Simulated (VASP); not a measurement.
# Al2O3 (Pnnm) in VASP: further runs, part 2 of 2

VASP 6.6.1. Earlier steps stand in the parts before.

**3. Single point, LDA**

This run uses another cell than the first one, of 13.08 Å³/atom.

INCAR

```
PREC = Accurate
ENCUT = 520
EDIFF = 1E-6
ISMEAR = -1
SIGMA = 0.05
LREAL = F
LASPH = T
NELM = 80
ALGO = Normal
ISIF = 2
LWAVE = F
LCHARG = F
NBANDS = 35
```

KPOINTS

```
Automatic mesh
0
Gamma
  6 3 9
```

POSCAR

```
Al2O3
1.0
    4.5926435458      0.0000000000      0.0000000000
    0.0000000000      9.5729044356      0.0000000000
    0.0000000000      0.0000000000      2.9745916026
Al O
4 6
Direct
    1.0860445538      0.8309990364      0.0000000000
   -0.0860445538      0.1690009636      0.0000000000
    0.5860445538      0.6690009636      0.5000000000
    0.4139554462      0.3309990364      0.5000000000
    0.5000000000      0.5000000000      0.5000000000
    0.2683565485      0.7772736932      0.5000000000
    0.2316434515      0.2772736932      0.0000000000
    0.7683565485      0.7227263068      0.0000000000
    0.0000000000      0.0000000000      0.0000000000
    0.7316434515      0.2227263068      0.5000000000
```

Potentials or basis: VASP PAW LDA potentials, release 64 (Al, O).

Launch:

```sh
$ cat potpaw_LDA.64/Al/POTCAR potpaw_LDA.64/O/POTCAR > POTCAR
$ mpirun -np 1 vasp_std > vasp.out
```

OUTCAR:

```text
PREC = Accurate
   ENCUT = 520
   EDIFF = 1E-6
   ISMEAR = -1
   LREAL = F
   LASPH = T
   NELM = 80
   ISIF = 2

 ion  position               nearest neighbor table
   1  0.086  0.831  0.000-   9 1.67   6 1.78   6 1.78   8 1.79   3 3.14   3 3.14   3 3.14   3 3.14
                             2 3.33
   2  0.914  0.169  0.000-   9 1.67  10 1.78  10 1.78   7 1.79   4 3.14   4 3.14   4 3.14   4 3.14
                             1 3.33
   3  0.586  0.669  0.500-   5 1.67   8 1.78   8 1.78   6 1.79   1 3.14   1 3.14   1 3.14   1 3.14
                             4 3.33
   4  0.414  0.331  0.500-   5 1.67   7 1.78   7 1.78  10 1.79   2 3.14   2 3.14   2 3.14   2 3.14
                             3 3.33
   5  0.500  0.500  0.500-   3 1.67   4 1.67
   6  0.268  0.777  0.500-   1 1.78   1 1.78   3 1.79
   7  0.232  0.277  0.000-   4 1.78   4 1.78   2 1.79
   8  0.768  0.723  0.000-   3 1.78   3 1.78   1 1.79
   9  0.000  0.000  0.000-   1 1.67   2 1.67
  10  0.732  0.223  0.500-   2 1.78   2 1.78   4 1.79

  LATTYP: Found a simple orthorhombic cell.
 ALAT       =     2.9745916026
 B/A-ratio  =     1.5439576787
 C/A-ratio  =     3.2182247900

  Lattice vectors:

 A1 = (   0.0000000000,   0.0000000000,   2.9745916026)
 A2 = (   4.5926435458,   0.0000000000,   0.0000000000)
 A3 = (   0.0000000000,   9.5729044356,   0.0000000000)

Analysis of symmetry for initial positions (statically):
=====================================================================
 Subroutine PRICEL returns:
 Original cell was already a primitive cell.

 Routine SETGRP: Setting up the symmetry group for a
 simple orthorhombic supercell.

 Subroutine GETGRP returns: Found  8 space group operations
 (whereof  4 operations were pure point group operations)
 out of a pool of  8 trial point group operations.

The static configuration has the point symmetry C_2h.
 The point group associated with its full space group is D_2h.

[... 150 lines left out ...]
  volume/ion in A,a.u.               =      13.08        88.25
  Fermi-wavevector in a.u.,A,eV,Ry     =   1.172134  2.215012 18.693022  1.373898
  Thomas-Fermi vector in A             =   2.308567
   LORBIT       =      0    0 simple, 1 ext, 2 COOP (PROOUT), +10 PAW based schemes
   GGA     = CA    functional components
   LHFCALC =     F    Hartree Fock is set to
   AEXX    =    0.0000 exact exchange contribution
   IVDW    =     0    specifies the selected vdW correction
   LEPSILON=     F    determine dielectric tensor
   LRPA    =     F    only Hartree local field effects (RPA)
 non-spin polarized calculation
  energy-cutoff  :      520.00
  volume of cell :      130.78
 maximum number of plane-waves:      3549
 NGX is ok and might be reduce to    36
   NGX = 17   NGY = 35   NGZ = 11

 number of electron      47.9999968 magnetization

 Free energy of the ion-electron system (eV)
  ---------------------------------------------------
  ext. energy  EPLUGINS =         0.00000000
  ---------------------------------------------------
  free energy    TOTEN  =       -80.94554670 eV

  energy without entropy =      -80.94554670  energy(sigma->0) =      -80.94554670

 E-fermi :   3.1839     XC(G=0):  -9.5522

 val. band max:        2.0436375785   @ k =   0.0000   0.0000   0.0000
 cond. band min:       5.5091079498   @ k =   0.0000   0.0000   0.0000
 fundamental gap:      3.4654703713
 Fermi energy:         3.1838764551

 k-point     1 :       0.0000    0.0000    0.0000
  band No.  band energies     occupation
      1     -16.9807      2.00000
      2     -16.8941      2.00000
      3     -15.6289      2.00000
      4     -15.6067      2.00000
      5     -14.2531      2.00000
      6     -14.0978      2.00000
[... 901 lines left out ...]
     34      12.9053      0.00000
     35      12.9794      0.00000

 [... further k-points ...]
[... 5 lines left out ...]
  --------------------------------------------------------------------------------------
  -------------------------------------------------------------------------------------
  Total        0.4206556      1.1415920      0.5033326      0.0000000      0.0000000      0.0000000
  in kB        5.1535142     13.9858125      6.1664023      0.0000000      0.0000000      0.0000000
  external PRESSURE =       8.4352430 kB  Pullay stress =       0.0000000 kB

 VOLUME and BASIS-vectors are now :
 -----------------------------------------------------------------------------
  energy-cutoff  :      520.00
  volume of cell :      130.78
      direct lattice vectors                 reciprocal lattice vectors
     4.592643546  0.000000000  0.000000000     0.217739520  0.000000000  0.000000000
     0.000000000  9.572904436  0.000000000     0.000000000  0.104461505  0.000000000
     0.000000000  0.000000000  2.974591603     0.000000000  0.000000000  0.336180603

 POSITION                                       TOTAL-FORCE (eV/Angst)
 -----------------------------------------------------------------------------------
      0.39517      7.95507      0.00000         0.027070     -0.082892      0.000000
      4.19747      1.61783      0.00000        -0.027070      0.082892      0.000000
      2.69149      6.40428      1.48730         0.027070      0.082892     -0.000000
      1.90115      3.16862      1.48730        -0.027070     -0.082892      0.000000
      2.29632      4.78645      1.48730        -0.000000     -0.000000     -0.000000
      1.23247      7.44077      1.48730         0.010628     -0.003775     -0.000000
      1.06386      2.65431      0.00000        -0.010628     -0.003775      0.000000
      3.52879      6.91859      0.00000         0.010628      0.003775     -0.000000
      0.00000      0.00000      0.00000        -0.000000     -0.000000     -0.000000
      3.36018      2.13214      1.48730        -0.010628      0.003775      0.000000
 -----------------------------------------------------------------------------------
    total drift:                               -0.000000      0.000000      0.000000

  FREE ENERGIE OF THE ION-ELECTRON SYSTEM (eV)
  ---------------------------------------------------
  free  energy   TOTEN  =       -80.9455466977 eV

  energy  without entropy=      -80.9455466976  energy(sigma->0) =      -80.94554670
```

OSZICAR:

```text
N       E                     dE             d eps       ncg     rms          rms(c)
DAV:   1     0.244360008470E+03    0.24436E+03   -0.23254E+04  2800   0.123E+03
DAV:   2    -0.734828354814E+02   -0.31784E+03   -0.30202E+03  3655   0.274E+02
DAV:   3    -0.932711929015E+02   -0.19788E+02   -0.19681E+02  3551   0.721E+01
DAV:   4    -0.934834484374E+02   -0.21226E+00   -0.21209E+00  3408   0.845E+00
DAV:   5    -0.934862497586E+02   -0.28013E-02   -0.28007E-02  3484   0.960E-01    0.206E+01
DAV:   6    -0.813842125068E+02    0.12102E+02   -0.45910E+01  3183   0.344E+01    0.781E+00
DAV:   7    -0.811430143097E+02    0.24120E+00   -0.10343E+00  3234   0.519E+00    0.387E+00
DAV:   8    -0.809696244746E+02    0.17339E+00   -0.11323E-01  3559   0.233E+00    0.126E+00
DAV:   9    -0.809440273119E+02    0.25597E-01   -0.28910E-02  3576   0.125E+00    0.244E-01
DAV:  10    -0.809450596005E+02   -0.10323E-02   -0.30695E-03  3168   0.283E-01    0.175E-01
DAV:  11    -0.809455859013E+02   -0.52630E-03   -0.12125E-03  3096   0.202E-01    0.588E-02
DAV:  12    -0.809455376776E+02    0.48224E-04   -0.35784E-04  3520   0.112E-01    0.154E-02
DAV:  13    -0.809455456692E+02   -0.79916E-05   -0.57094E-05  3104   0.406E-02    0.896E-03
DAV:  14    -0.809455467056E+02   -0.10365E-05   -0.59477E-06  3168   0.133E-02    0.278E-03
DAV:  15    -0.809455466977E+02    0.79754E-08   -0.20540E-07  2040   0.274E-03
   1 F= -.80945547E+02 E0= -.80945547E+02  d E =-.408795E-10
```

Wall time 3.4 min (1 thread of Intel Xeon 8259CL, shared host); peak memory 0.27 GiB.

What came out:

```
Free energy            : -80.9455 eV
Pressure               : 0.8 GPa
Largest force          : 0.087 eV/Å
Band gap on the k mesh : 3.47 eV
```

Forces in eV/Å, atoms in the order of the input:
```
Al   0.027 -0.083  0.000
Al  -0.027  0.083  0.000
Al   0.027  0.083  0.000
Al  -0.027 -0.083  0.000
O    0.000  0.000  0.000
O    0.011 -0.004  0.000
O   -0.011 -0.004  0.000
O    0.011  0.004  0.000
O    0.000  0.000  0.000
O   -0.011  0.004  0.000
```

Stress tensor (GPa, compression positive):
```
0.52 0.00 0.00
0.00 1.40 0.00
0.00 0.00 0.62
```

Levels at points of the mesh, in eV from the valence-band top:
```csv
k point,band 22,band 23,band 24,band 25,band 26,band 27
"(0.00, 0.00, 0.00)",-0.57,-0.06,0.00,3.47,5.28,6.21
"(0.50, 0.00, 0.00)",-1.10,-0.02,-0.02,5.92,5.92,6.65
```

Caveat: an odd mesh through Γ misses points on the zone boundary, where band edges can lie.

**4. Single point, PBE**

This run uses another cell than the first one, of 13.84 Å³/atom.

INCAR

```
ALGO     = Normal         # electronic algorithm
EDIFF    = 1E-6           # SCF threshold, eV
ENCUT    = 520            # plane-wave cutoff, eV
GGA      = PE             # functional
ISIF     = 2              # what is computed and relaxed
ISMEAR   = -1             # smearing method
LASPH    = T              # aspherical terms in the spheres
LCHARG   = T              # write CHGCAR
LELF     = T              # ELF
LREAL    = F              # projectors in reciprocal space
LVHAR    = T            
LWAVE    = F              # write WAVECAR
NBANDS   = 35             # bands
NELM     = 60             # most SCF steps
PREC     = Accurate       # precision mode
SIGMA    = 0.05           # smearing width, eV
```

KPOINTS

```
k-points
0
Gamma
  6 3 9
```

POSCAR

```
Al2O3
1.0
    4.7134307408      0.0000000000      0.0000000000
    0.0000000000      9.7040314493      0.0000000000
    0.0000000000      0.0000000000      3.0258746922
Al O
4 6
Direct
    1.0675908718      0.8295142520      0.0000000000
   -0.0675908718      0.1704857480      0.0000000000
    0.5675908718      0.6704857480      0.5000000000
    0.4324091282      0.3295142520      0.5000000000
    0.5000000000      0.5000000000      0.5000000000
    0.2445848458      0.7728595434      0.5000000000
    0.2554151542      0.2728595434      0.0000000000
    0.7445848458      0.7271404566      0.0000000000
    0.0000000000      0.0000000000      0.0000000000
    0.7554151542      0.2271404566      0.5000000000
```

Potentials or basis: VASP PAW PBE potentials, release 64 (Al, O).

Launch:

```sh
$ cat potpaw_PBE.64/Al/POTCAR potpaw_PBE.64/O/POTCAR > POTCAR
$ mpirun -np 1 vasp_std > vasp.out
```

It took 3.8 min on 1 thread of Intel Xeon 8259CL, shared host; peak memory 0.31 GiB.

The run converged. Its results:

```
Free energy            : -74.0420 eV
Pressure               : 0.0 GPa
Largest force          : 0.026 eV/Å
Band gap on the k mesh : 3.40 eV
```

Forces on the atoms (eV/Å):
```
Al   0.003 -0.026  0.000
Al  -0.003  0.026  0.000
Al   0.003  0.026  0.000
Al  -0.003 -0.026  0.000
O    0.000  0.000  0.000
O    0.002 -0.002  0.000
O   -0.002 -0.002  0.000
O    0.002  0.002  0.000
O    0.000  0.000  0.000
O   -0.002  0.002  0.000
```

Stress tensor (GPa, compression positive):
```
-0.11  0.00  0.00
 0.00  0.13  0.00
 0.00  0.00 -0.17
```

Levels at points of the mesh, in eV from the valence-band top:
| k point | band 21 | band 22 | band 23 | band 24 | band 25 | band 26 | band 27 | band 28 |
| --- | --- | --- | --- | --- | --- | --- | --- | --- |
| (0.00, 0.00, 0.00) | -1.27 | -0.52 | -0.06 | 0.00 | 3.40 | 5.02 | 6.37 | 6.43 |
| (0.50, 0.00, 0.00) | -1.02 | -1.02 | -0.02 | -0.02 | 5.81 | 5.81 | 6.50 | 6.50 |

Caveat: an odd mesh through Γ misses points on the zone boundary, where band edges can lie.

**5. Summary**

```tsv
level	potentials or basis	cell	gap on the mesh (eV)	pressure (GPa)	largest force (eV/Å)
r2SCAN	VASP PAW PBE potentials, release 64 (Al, O)	a = 4.614, b = 9.563, c = 3.120 Å, 10 atoms, atomic positions A	4.11	-4.2	0.21
LDA	VASP PAW LDA potentials, release 64 (Al, O)	a = 4.593, b = 9.573, c = 2.975 Å, 10 atoms, atomic positions B	3.47	0.8	0.09
PBE	VASP PAW PBE potentials, release 64 (Al, O)	a = 4.713, b = 9.704, c = 3.026 Å, 10 atoms, atomic positions C	3.40	0.0	0.03
```

Alike in all rows: task single point; no spin polarisation; k mesh 6 × 3 × 9; cutoff (eV) 520; smearing fermi-dirac 0.05 eV.

Caveats: an odd mesh through Γ misses points on the zone boundary, where band edges can lie; the cell stands under tension (at least some runs); the PAW data sets were made with another functional, which shifts forces and pressure a little (at least some runs).

Absolute energies hang on the potentials; compare differences alone.
